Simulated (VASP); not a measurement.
# Ga2O3 (C2/m) in VASP: settings compared

The runs below take Ga2O3 through single point, with revPBE+D3(BJ), PBE+D3(BJ).

Program: VASP 6.6.1. These are calculated values, not measurements. Logs are shortened: lines on timing, memory, paths and dates and some standing lists are left out, and cuts for length are marked.

## Step 1: The cell of the first run

The structure is monoclinic, space group C2/m (No. 12). The conventional cell has a = 12.049 Å, b = 2.996 Å, c = 5.720 Å, α = 90.00°, β = 103.83°, γ = 90.00°. Ga (site symmetry m) has 6 O at 1.91 to 2.05 Å within 2.5 Å. Within 2.4 Å of Ga (site symmetry m) lie 4 O at 1.81 to 1.84 Å. Within 2.4 Å of O (site symmetry m) lie 3 Ga at 1.81 to 1.91 Å. O (site symmetry m) has 4 Ga at 1.84 to 2.05 Å within 2.4 Å. Within 2.4 Å of O (site symmetry m) lie 3 Ga at 1.81 to 1.91 Å.

## Step 2: Single point, revPBE+D3(BJ)

INCAR

```
SYSTEM = Ga2O3
ALGO = Normal ; EDIFF = 1E-6
ENCUT = 520 ; GGA = RE
ISIF = 2 ; ISMEAR = -1
IVDW = 12 ; LASPH = .TRUE.
LCHARG = .FALSE. ; LREAL = .FALSE.
LWAVE = .FALSE. ; NBANDS = 55
NELM = 60 ; PREC = Accurate
SIGMA = 0.05
```

KPOINTS

```
k-points
0
G
  9 9 5
  0 0 0
```

POSCAR

```
Ga2O3
1.0
    6.0244628552     -1.4980265382      0.0000000000
    6.0244628552      1.4980265382      0.0000000000
   -1.3672570200      0.0000000000      5.5539182113
Ga O
4 6
Direct
    0.3413400000      0.3413400000      0.6859800000
    0.6586600000      0.6586600000      0.3140200000
    0.9095000000      0.9095000000      0.2054000000
    0.0905000000      0.0905000000      0.7946000000
    0.5041000000      0.5041000000      0.7434000000
    0.4959000000      0.4959000000      0.2566000000
    0.8267000000      0.8267000000      0.4368000000
    0.1733000000      0.1733000000      0.5632000000
    0.8355000000      0.8355000000      0.8902000000
    0.1645000000      0.1645000000      0.1098000000
```

Potentials or basis: VASP PAW PBE potentials, release 64 (Ga_d, O).

Launch:

```bash
> cat potpaw_PBE.64/Ga_d/POTCAR potpaw_PBE.64/O/POTCAR > POTCAR
> mpirun -np 1 vasp_std > vasp.out
```

OUTCAR:

```text
SYSTEM = Ga2O3
   EDIFF = 1E-6
   ENCUT = 520
   GGA = RE
   ISIF = 2
   ISMEAR = -1
   IVDW = 12
   LASPH = .TRUE.
   LREAL = .FALSE.
   NELM = 60
   PREC = Accurate
 IVDW          = 12

 ion  position               nearest neighbor table
   1  0.341  0.341  0.686-   5 1.91   9 1.91   9 1.91   8 1.98   7 2.05   7 2.05
   2  0.659  0.659  0.314-   6 1.91  10 1.91  10 1.91   7 1.98   8 2.05   8 2.05
   3  0.910  0.910  0.205-   6 1.81   6 1.81   9 1.81   7 1.84
   4  0.090  0.090  0.795-   5 1.81   5 1.81  10 1.81   8 1.84
   5  0.504  0.504  0.743-   4 1.81   4 1.81   1 1.91
   6  0.496  0.496  0.257-   3 1.81   3 1.81   2 1.91
   7  0.827  0.827  0.437-   3 1.84   2 1.98   1 2.05   1 2.05
   8  0.173  0.173  0.563-   4 1.84   1 1.98   2 2.05   2 2.05
   9  0.836  0.836  0.890-   3 1.81   1 1.91   1 1.91
  10  0.164  0.164  0.110-   4 1.81   2 1.91   2 1.91

  LATTYP: Found a base centered monoclinic cell.
 ALAT       =    12.0489257104
 B/A-ratio  =     0.2486572785
 C/A-ratio  =     0.4747093499
 COS(beta)  =    -0.2390419096

  Lattice vectors:

 A1 = (   6.0244628552,  -1.4980265382,   0.0000000000)
 A2 = (   6.0244628552,   1.4980265382,   0.0000000000)
 A3 = (  -1.3672570200,   0.0000000000,   5.5539182113)

Analysis of symmetry for initial positions (statically):
=====================================================================
 Subroutine PRICEL returns:
 Original cell was already a primitive cell.

 Routine SETGRP: Setting up the symmetry group for a
 base centered monoclinic supercell.

 Subroutine GETGRP returns: Found  4 space group operations
 (whereof  4 operations were pure point group operations)
 out of a pool of  4 trial point group operations.

The static configuration has the point symmetry C_2h.

Analysis of symmetry for dynamics (positions and initial velocities):
=====================================================================
 Subroutine PRICEL returns:
 Original cell was already a primitive cell.

 Routine SETGRP: Setting up the symmetry group for a
 base centered monoclinic supercell.

 Subroutine GETGRP returns: Found  4 space group operations
 (whereof  4 operations were pure point group operations)
 out of a pool of  4 trial point group operations.

The dynamic configuration has the point symmetry C_2h.

 Subroutine INISYM returns: Found  4 space group operations
 (whereof  4 operations are pure point group operations),
 and found     1 'primitive' translations

----------------------------------------------------------------------------------------

                                     Primitive cell

  volume of cell :     100.2461

  direct lattice vectors                    reciprocal lattice vectors
     6.024462855 -1.498026538  0.000000000     0.082994951 -0.333772458  0.020431599
     6.024462855  1.498026538  0.000000000     0.082994951  0.333772458  0.020431599
    -1.367257020  0.000000000  5.553918211     0.000000000  0.000000000  0.180053066

  length of vectors
     6.207917219  6.207917219  5.719737691     0.344542691  0.344542691  0.180053066

  position of ions in fractional coordinates (direct lattice)
     0.341340000  0.341340000  0.685980000
     0.658660000  0.658660000  0.314020000
     0.909500000  0.909500000  0.205400000
     0.090500000  0.090500000  0.794600000
     0.504100000  0.504100000  0.743400000
     0.495900000  0.495900000  0.256600000
     0.826700000  0.826700000  0.436800000
     0.173300000  0.173300000  0.563200000
     0.835500000  0.835500000  0.890200000
     0.164500000  0.164500000  0.109800000

  ion indices of the primitive-cell ions
   primitive index   ion index
                 1           1
                 2           2
                 3           3
                 4           4
                 5           5
                 6           6
                 7           7
                 8           8
                 9           9
                10          10

----------------------------------------------------------------------------------------

 KPOINTS: k-points

Automatic generation of k-mesh.
 Grid dimensions read from file:
 generate k-points for:    9    9    5

 Generating k-lattice:

  Cartesian coordinates                     Fractional coordinates (reciprocal lattice)
     0.009221661 -0.037085829  0.002270178     0.111111111 -0.000000000  0.000000000
     0.009221661  0.037085829  0.002270178    -0.000000000  0.111111111  0.000000000
     0.000000000  0.000000000  0.036010613     0.000000000  0.000000000  0.200000000

  Length of vectors
     0.038282521  0.038282521  0.036010613

  Shift w.r.t. Gamma in fractional coordinates (k-lattice)
     0.000000000  0.000000000  0.000000000

 Subroutine IBZKPT returns following result:
 ===========================================

 Found    115 irreducible k-points:

 Following reciprocal coordinates:
            Coordinates               Weight
  0.000000  0.000000  0.000000      1.000000
  0.111111 -0.000000  0.000000      4.000000
  0.222222 -0.000000  0.000000      4.000000
  0.333333 -0.000000 -0.000000      4.000000
  0.444444 -0.000000  0.000000      4.000000
  0.111111  0.111111  0.000000      2.000000
[... 16 lines left out ...]
 -0.333333  0.333333  0.000000      2.000000
  0.444444  0.444444  0.000000      2.000000
 [... further k-points ...]
   k-points           NKPTS =    115   k-points in BZ     NKDIM =    115   number of bands    NBANDS=     55
   number of dos      NEDOS =    301   number of ions     NIONS =     10
   total plane-waves  NPLWV = 110592
   dimension x,y,z NGX =    48 NGY =   48 NGZ =   48
   dimension x,y,z NGXF=    96 NGYF=   96 NGZF=   96
   ions per type =               4   6
   NGX,Y,Z   is equivalent  to a cutoff of  12.85, 12.85, 13.95 a.u.
   NGXF,Y,Z  is equivalent  to a cutoff of  25.71, 25.71, 27.90 a.u.
 SYSTEM =  Ga2O3
   PREC   = accura    normal or accurate (medium, high low for compatibility)
   ISTART =      0    job   : 0-new  1-cont  2-samecut
   ICHARG =      2    charge: 1-file 2-atom 10-const
   ISPIN  =      1    spin polarized calculation?
   LNONCOLLINEAR =      F non collinear calculations
   LSORBIT =      F    spin-orbit coupling
   LASPH  =      T    aspherical Exc in radial PAW
   ENCUT  =  520.0 eV  38.22 Ry    6.18 a.u.  11.54 11.54 10.63*2*pi/ulx,y,z
   NELM   =     60;   NELMIN=  2; NELMDL= -5     # of ELM steps
   EDIFF  = 0.1E-05   stopping-criterion for ELM
   LREAL  =      F    real-space projection
[... 7 lines left out ...]
   TEBEG  =    0.0;   TEEND  =   0.0 temperature during run
   PSTRESS=    0.0 pullay stress
   NELECT =      88.0000    total number of electrons
   NUPDOWN=      -1.0000    fix difference up-down
   EMIN   =  10.00;   EMAX   =-10.00  energy-range for DOS
   EFERMI =   0.00;   METHOD = LEGACY
   ISMEAR =    -1;   SIGMA  =   0.05  broadening in eV -4-tet -1-fermi 0-gaus
   EFERMI_NEDOS =   21; number of points for ismear=-14 and -15
   IALGO  =     38    algorithm
   IMIX   =      4    mixing-type and parameters
     AMIX     =   0.40;   BMIX     =  1.00
     AMIX_MAG =   1.60;   BMIX_MAG =  1.00
  volume/ion in A,a.u.               =      10.02        67.65
  Fermi-wavevector in a.u.,A,eV,Ry     =   1.567521  2.962185 33.431163  2.457121
  Thomas-Fermi vector in A             =   2.669688
   LORBIT       =      0    0 simple, 1 ext, 2 COOP (PROOUT), +10 PAW based schemes
   GGA     = RE    functional components
   LHFCALC =     F    Hartree Fock is set to
   AEXX    =    0.0000 exact exchange contribution
   IVDW    =    12    specifies the selected vdW correction
   LEPSILON=     F    determine dielectric tensor
   LRPA    =     F    only Hartree local field effects (RPA)
 non-spin polarized calculation
  energy-cutoff  :      520.00
  volume of cell :      100.25
 maximum number of plane-waves:      2721
 NGX is ok and might be reduce to    48
   NGX = 23   NGY = 23   NGZ = 21

 number of electron      88.0000009 magnetization

 Free energy of the ion-electron system (eV)
  ---------------------------------------------------
  ext. energy  EPLUGINS =         0.00000000
  ---------------------------------------------------
  free energy    TOTEN  =       -55.46167362 eV

  energy without entropy =      -55.46167362  energy(sigma->0) =      -55.46167362

 E-fermi :   5.5857     XC(G=0): -11.6798

 val. band max:        4.4075186913   @ k =  -0.4444   0.4444   0.4000
 cond. band min:       7.2924855341   @ k =   0.0000   0.0000   0.0000
 fundamental gap:      2.8849668428
 Fermi energy:         5.5856675958

 k-point     1 :       0.0000    0.0000    0.0000
  band No.  band energies     occupation
      1     -14.8840      2.00000
      2     -13.6368      2.00000
      3     -13.6028      2.00000
      4     -13.4722      2.00000
      5     -12.9706      2.00000
      6     -12.9573      2.00000
[... 47 lines left out ...]
     54      17.2571      0.00000
     55      17.6117      0.00000

 k-point     2 :       0.1111   -0.0000    0.0000
  band No.  band energies     occupation
      1     -14.7815      2.00000
      2     -13.6112      2.00000
      3     -13.5920      2.00000
      4     -13.3990      2.00000
      5     -12.9727      2.00000
      6     -12.9572      2.00000
[... 47 lines left out ...]
     54      16.5150      0.00000
     55      16.6787      0.00000

 k-point     3 :       0.2222   -0.0000    0.0000
  band No.  band energies     occupation
      1     -14.4972      2.00000
      2     -13.5723      2.00000
      3     -13.4919      2.00000
      4     -13.2758      2.00000
      5     -12.9751      2.00000
      6     -12.9566      2.00000
[... 1152 lines left out ...]
 k-point    23 :      -0.3333    0.3333    0.0000
  band No.  band energies     occupation
      1     -13.8506      2.00000
      2     -13.8246      2.00000
      3     -13.3464      2.00000
      4     -13.2171      2.00000
      5     -12.9536      2.00000
      6     -12.9527      2.00000
[... 47 lines left out ...]
     54      16.1580      0.00000
     55      16.3794      0.00000

 k-point    24 :       0.4444    0.4444    0.0000
  band No.  band energies     occupation
      1     -14.5376      2.00000
      2     -14.2977      2.00000
      3     -13.6145      2.00000
      4     -13.1735      2.00000
      5     -12.9823      2.00000
      6     -12.9618      2.00000
[... 47 lines left out ...]
     54      17.0771      0.00000
     55      17.3673      0.00000

 [... further k-points ...]

------------------------ aborting loop because EDIFF is reached ----------------------------------------

 Edisp (eV)   -4.08574

 E8    (eV) :    -2.7044

  FORCE on cell =-STRESS in cart. coord.  units (eV):
  Direction    XX          YY          ZZ          XY          YZ          ZX
  --------------------------------------------------------------------------------------
  -------------------------------------------------------------------------------------
  Total       9.97671    11.45742    10.14682     0.00000     0.00000     0.21765
  in kB     159.45217   183.11761   162.17108     0.00000     0.00000     3.47857
  external pressure =      168.25 kB  Pullay stress =        0.00 kB

 VOLUME and BASIS-vectors are now :
 -----------------------------------------------------------------------------
  energy-cutoff  :      520.00
  volume of cell :      100.25
      direct lattice vectors                 reciprocal lattice vectors
     6.024462855 -1.498026538  0.000000000     0.082994951 -0.333772458  0.020431599
     6.024462855  1.498026538  0.000000000     0.082994951  0.333772458  0.020431599
    -1.367257020  0.000000000  5.553918211     0.000000000  0.000000000  0.180053066

 POSITION                                       TOTAL-FORCE (eV/Angst)
 -----------------------------------------------------------------------------------
      3.17487      0.00000      3.80988         0.041703      0.000000     -0.128590
      7.50680      0.00000      1.74404        -0.041703      0.000000      0.128590
     10.67766      0.00000      1.14077        -0.245770      0.000000     -0.062382
      0.00401      0.00000      4.41314         0.245770      0.000000      0.062382
      5.05744      0.00000      4.12878        -0.359890      0.000000     -0.146152
      5.62422      0.00000      1.42514         0.359890      0.000000      0.146152
      9.36363      0.00000      2.42595         0.109444      0.000000      0.084201
      1.31804      0.00000      3.12797        -0.109444      0.000000     -0.084201
      8.84975      0.00000      4.94410        -0.520213      0.000000      0.138750
      1.83192      0.00000      0.60982         0.520213      0.000000     -0.138750
 -----------------------------------------------------------------------------------
    total drift:                                0.000000      0.000000      0.000000

  FREE ENERGIE OF THE ION-ELECTRON SYSTEM (eV)
  ---------------------------------------------------
  free  energy   TOTEN  =       -59.5474110742 eV

  energy  without entropy=      -59.5474110741  energy(sigma->0) =      -59.54741107
```

Run time: 24 min. Hardware: 1 thread of Intel Xeon 8259CL, shared host; peak memory 0.63 GiB.

Results:

```
Free energy                : -59.5474 eV
Pressure                   : 16.8 GPa
Largest force              : 0.538 eV/Å
Band gap on the k mesh     : 2.88 eV (least direct gap 2.90 eV)
Dispersion energy per atom : -0.409 eV
```

Forces in eV/Å, atoms in the order of the input:
```
Ga   0.042  0.000 -0.129
Ga  -0.042  0.000  0.129
Ga  -0.246  0.000 -0.062
Ga   0.246  0.000  0.062
O   -0.360  0.000 -0.146
O    0.360  0.000  0.146
O    0.109  0.000  0.084
O   -0.109  0.000 -0.084
O   -0.520  0.000  0.139
O    0.520  0.000 -0.139
```

Caveat: the cell stands under pressure; the PAW data sets were made with another functional, which shifts forces and pressure a little.

## Step 3: Single point, PBE+D3(BJ)

INCAR

```
SYSTEM = Ga2O3
ALGO = Normal
EDIFF = 1E-6
ENCUT = 520
GGA = PE
ISIF = 2
ISMEAR = -1
IVDW = 12
LASPH = .True.
LCHARG = .False.
LREAL = .False.
LWAVE = .False.
NBANDS = 55
NELM = 60
PREC = Accurate
SIGMA = 0.05
```

KPOINTS

```
k-points
0
Gamma
  9 9 5
  0 0 0
```

POSCAR is that of step 2.

Potentials or basis: VASP PAW PBE potentials, release 64 (Ga_d, O).

Launch:

```bash
> cat potpaw_PBE.64/Ga_d/POTCAR potpaw_PBE.64/O/POTCAR > POTCAR
> mpirun -np 1 vasp_std > vasp.out
```

Wall time 39 min (1 thread of Intel Xeon 8259CL, shared host); peak memory 0.63 GiB.

The run converged. Its results:

```yaml
Free_energy: -61.1980 eV
Pressure: 16.6 GPa
Largest_force: 0.477 eV/Å
Band_gap_on_the_k_mesh: 2.81 eV (least direct gap 2.82 eV)
Dispersion_energy_per_atom: -0.209 eV
```

Forces on the atoms (eV/Å):
```
Ga   0.040  0.000 -0.139
Ga  -0.040  0.000  0.139
Ga  -0.235  0.000 -0.055
Ga   0.235  0.000  0.055
O   -0.355  0.000 -0.137
O    0.355  0.000  0.137
O    0.075  0.000  0.107
O   -0.075  0.000 -0.107
O   -0.465  0.000  0.108
O    0.465  0.000 -0.108
```

Stress tensor (GPa, compression positive):
```
15.80  0.00  0.33
 0.00 18.13  0.00
 0.33  0.00 16.00
```

Levels at points of the mesh, in eV from the valence-band top:
| k point | band 40 | band 41 | band 42 | band 43 | band 44 | band 45 | band 46 | band 47 | band 48 | band 49 |
| --- | --- | --- | --- | --- | --- | --- | --- | --- | --- | --- |
| (0.00, 0.00, 0.00) | -0.65 | -0.64 | -0.48 | -0.28 | -0.01 | 2.81 | 6.06 | 7.00 | 7.22 | 8.07 |

Caveat: the cell stands under pressure. A k mesh can miss the band edges.
